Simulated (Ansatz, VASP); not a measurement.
**RbSi8 in VASP and in Ansatz**

```xyz
9
Lattice="6.4028 0.0000 0.0000 0.0000 4.6096 3.1921 0.0000 -4.6096 3.1921" Properties=species:S:1:pos:R:3 pbc="T T T"
Rb    3.2014    0.0000    6.0804
Si    1.5387    2.3049    1.2923
Si    4.8641   -2.3049    1.2923
Si    1.5387   -2.3049    1.2923
Si    4.8641    2.3049    1.2923
Si    0.0000    3.3878    2.8890
Si    0.0000   -3.3878    2.8890
Si    3.2014   -1.2272    2.8879
Si    3.2014    1.2272    2.8879
```

Alike in both runs: functional PBE; k mesh 4 × 4 × 4; occupations gaussian, width 0.1 eV; no spin polarisation.

Ansatz relaxed the structure, and its values are those at the end. VASP's run is a single point on that final structure, the one shown.

|  | VASP | Ansatz |
| --- | --- | --- |
| version | VASP 6.6.1 | Ansatz 0.2.0 |
| potentials or method | VASP PAW PBE potentials, release 64 (Rb_sv, Si), cutoff 520 eV | scalar-relativistic, plane waves, PAW |
| valence electrons in the cell | 41 | 41 |

|  | VASP | Ansatz | Ansatz less VASP |
| --- | --- | --- | --- |
| gap on the k mesh at the Fermi level (eV) | none | none | - |
| pressure (GPa) | 0.1 | 0.1 | -0.01 |
| rms of the force components (eV/Å) | 0.011 | 0.012 | +0.0004 |

A gap of «none» marks a metal or a gap that the smearing closes. The functional is the same, so the differences come from potentials, cutoffs and numerics.
